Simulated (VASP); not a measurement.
# Cd3O2: single point with PBE

The system is Cd3O2.

```
Cd O
1.0
     5.56049    0.00000    0.00000
    -2.78025    4.81553    0.00000
     0.00000    0.00000    7.98634
Cd O
6 4
Direct
  0.00000 0.00000 0.30504
  0.00000 0.00000 0.69496
  0.33333 0.66667 0.00000
  0.66667 0.33333 0.00000
  0.33333 0.66667 0.50000
  0.66667 0.33333 0.50000
  0.33333 0.66667 0.24986
  0.33333 0.66667 0.75014
  0.66667 0.33333 0.75014
  0.66667 0.33333 0.24986
```

The cell was built from a structure type or drawn by symmetry, and may not be a known phase.

```
Program             : VASP 6.6.1
Task                : single point
Functional          : PBE
Potentials or basis : VASP PAW PBE potentials, release 64 (Cd, O)
Cutoff              : 520 eV
k mesh              : 4 × 4 × 2
Occupations         : gaussian, width 0.2 eV
Spin                : no spin polarisation
```

| Item | Value |
| --- | --- |
| Pressure | 0.9 GPa |
| Largest force | 0.071 eV/Å |
| Band gap on the k mesh | 0.10 eV (least direct gap 0.12 eV) |

Forces on the atoms (eV/Å):
```
Cd   0.000  0.000  0.071
Cd   0.000  0.000 -0.071
Cd   0.000  0.000  0.000
Cd   0.000  0.000  0.000
Cd   0.000  0.000  0.000
Cd   0.000  0.000  0.000
O    0.000  0.000 -0.068
O    0.000  0.000  0.068
O    0.000  0.000  0.068
O    0.000  0.000 -0.068
```

Stress tensor (GPa, compression positive):
```
0.07 0.00 0.00
0.00 0.07 0.00
0.00 0.00 2.45
```

Levels at points of the mesh, in eV from the valence-band top:
```csv
k point,band 46,band 47,band 48,band 49,band 50,band 51
"(0.00, 0.00, 0.00)",-1.11,-1.11,-0.80,0.74,1.77,2.83
"(0.50, 0.00, 0.00)",-1.19,-0.86,-0.52,0.51,0.56,1.50
"(0.00, 0.00, 0.50)",-1.53,-1.53,-1.38,2.16,2.27,3.14
"(0.50, 0.00, 0.50)",-1.21,-0.95,0.00,1.03,1.40,1.84
```

Wall time 120 s on 1 thread of Intel(R) Xeon(R) Platinum 8488C (Sapphire Rapids) (shared host), peak memory 0.34 GiB.

A k mesh can miss the band edges.
